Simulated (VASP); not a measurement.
ZnAu:

```
Zn Au
1.0
     3.14700    0.00000    0.00000
     0.00000    3.14700    0.00000
     0.00000    0.00000    3.14700
Zn Au
1 1
Direct
  0.50000 0.50000 0.50000
  0.00000 0.00000 0.00000
```

* Program: VASP 6.6.1
* Task: relaxation of cell and atoms
* Functional: PBE
* Potentials or basis: VASP PAW PBE potentials, release 64 (Zn, Au)
* Cutoff: 600 eV
* k mesh: 14 × 14 × 14
* Occupations: gaussian, width 0.1 eV
* Spin: no spin polarisation

At the start: pressure 4.9 GPa; volume 15.58 Å³/atom.

Task: How do energy, volume and symmetry change on relaxing?

Result: Over 5 steps the energy falls by 9.1 meV/atom and the volume is 16.19 Å³/atom (+3.9 %); space group Pm-3m (No. 221, to 0.05 Å).

The path:
```tsv
step	energy change (eV)	largest force (eV/Å)	pressure (GPa)	volume (Å³)
1	0.0000	0.0000	4.92	31.17
2	-0.0081	0.0000	-3.17	33.38
3	-0.0182	0.0000	0.10	32.40
4	-0.0182	0.0000	-0.09	32.43
5	-0.0182	0.0000	0.01	32.39
```

Final structure:
```cif
data_structure
_symmetry_space_group_name_H-M 'P 1'
_symmetry_Int_Tables_number 1
_cell_length_a 3.1876
_cell_length_b 3.1876
_cell_length_c 3.1876
_cell_angle_alpha 90.000
_cell_angle_beta 90.000
_cell_angle_gamma 90.000
_cell_volume 32.39
loop_
_atom_site_label
_atom_site_type_symbol
_atom_site_fract_x
_atom_site_fract_y
_atom_site_fract_z
_atom_site_occupancy
Zn1 Zn 0.50000 0.50000 0.50000 1
Au1 Au 0.00000 0.00000 0.00000 1
```
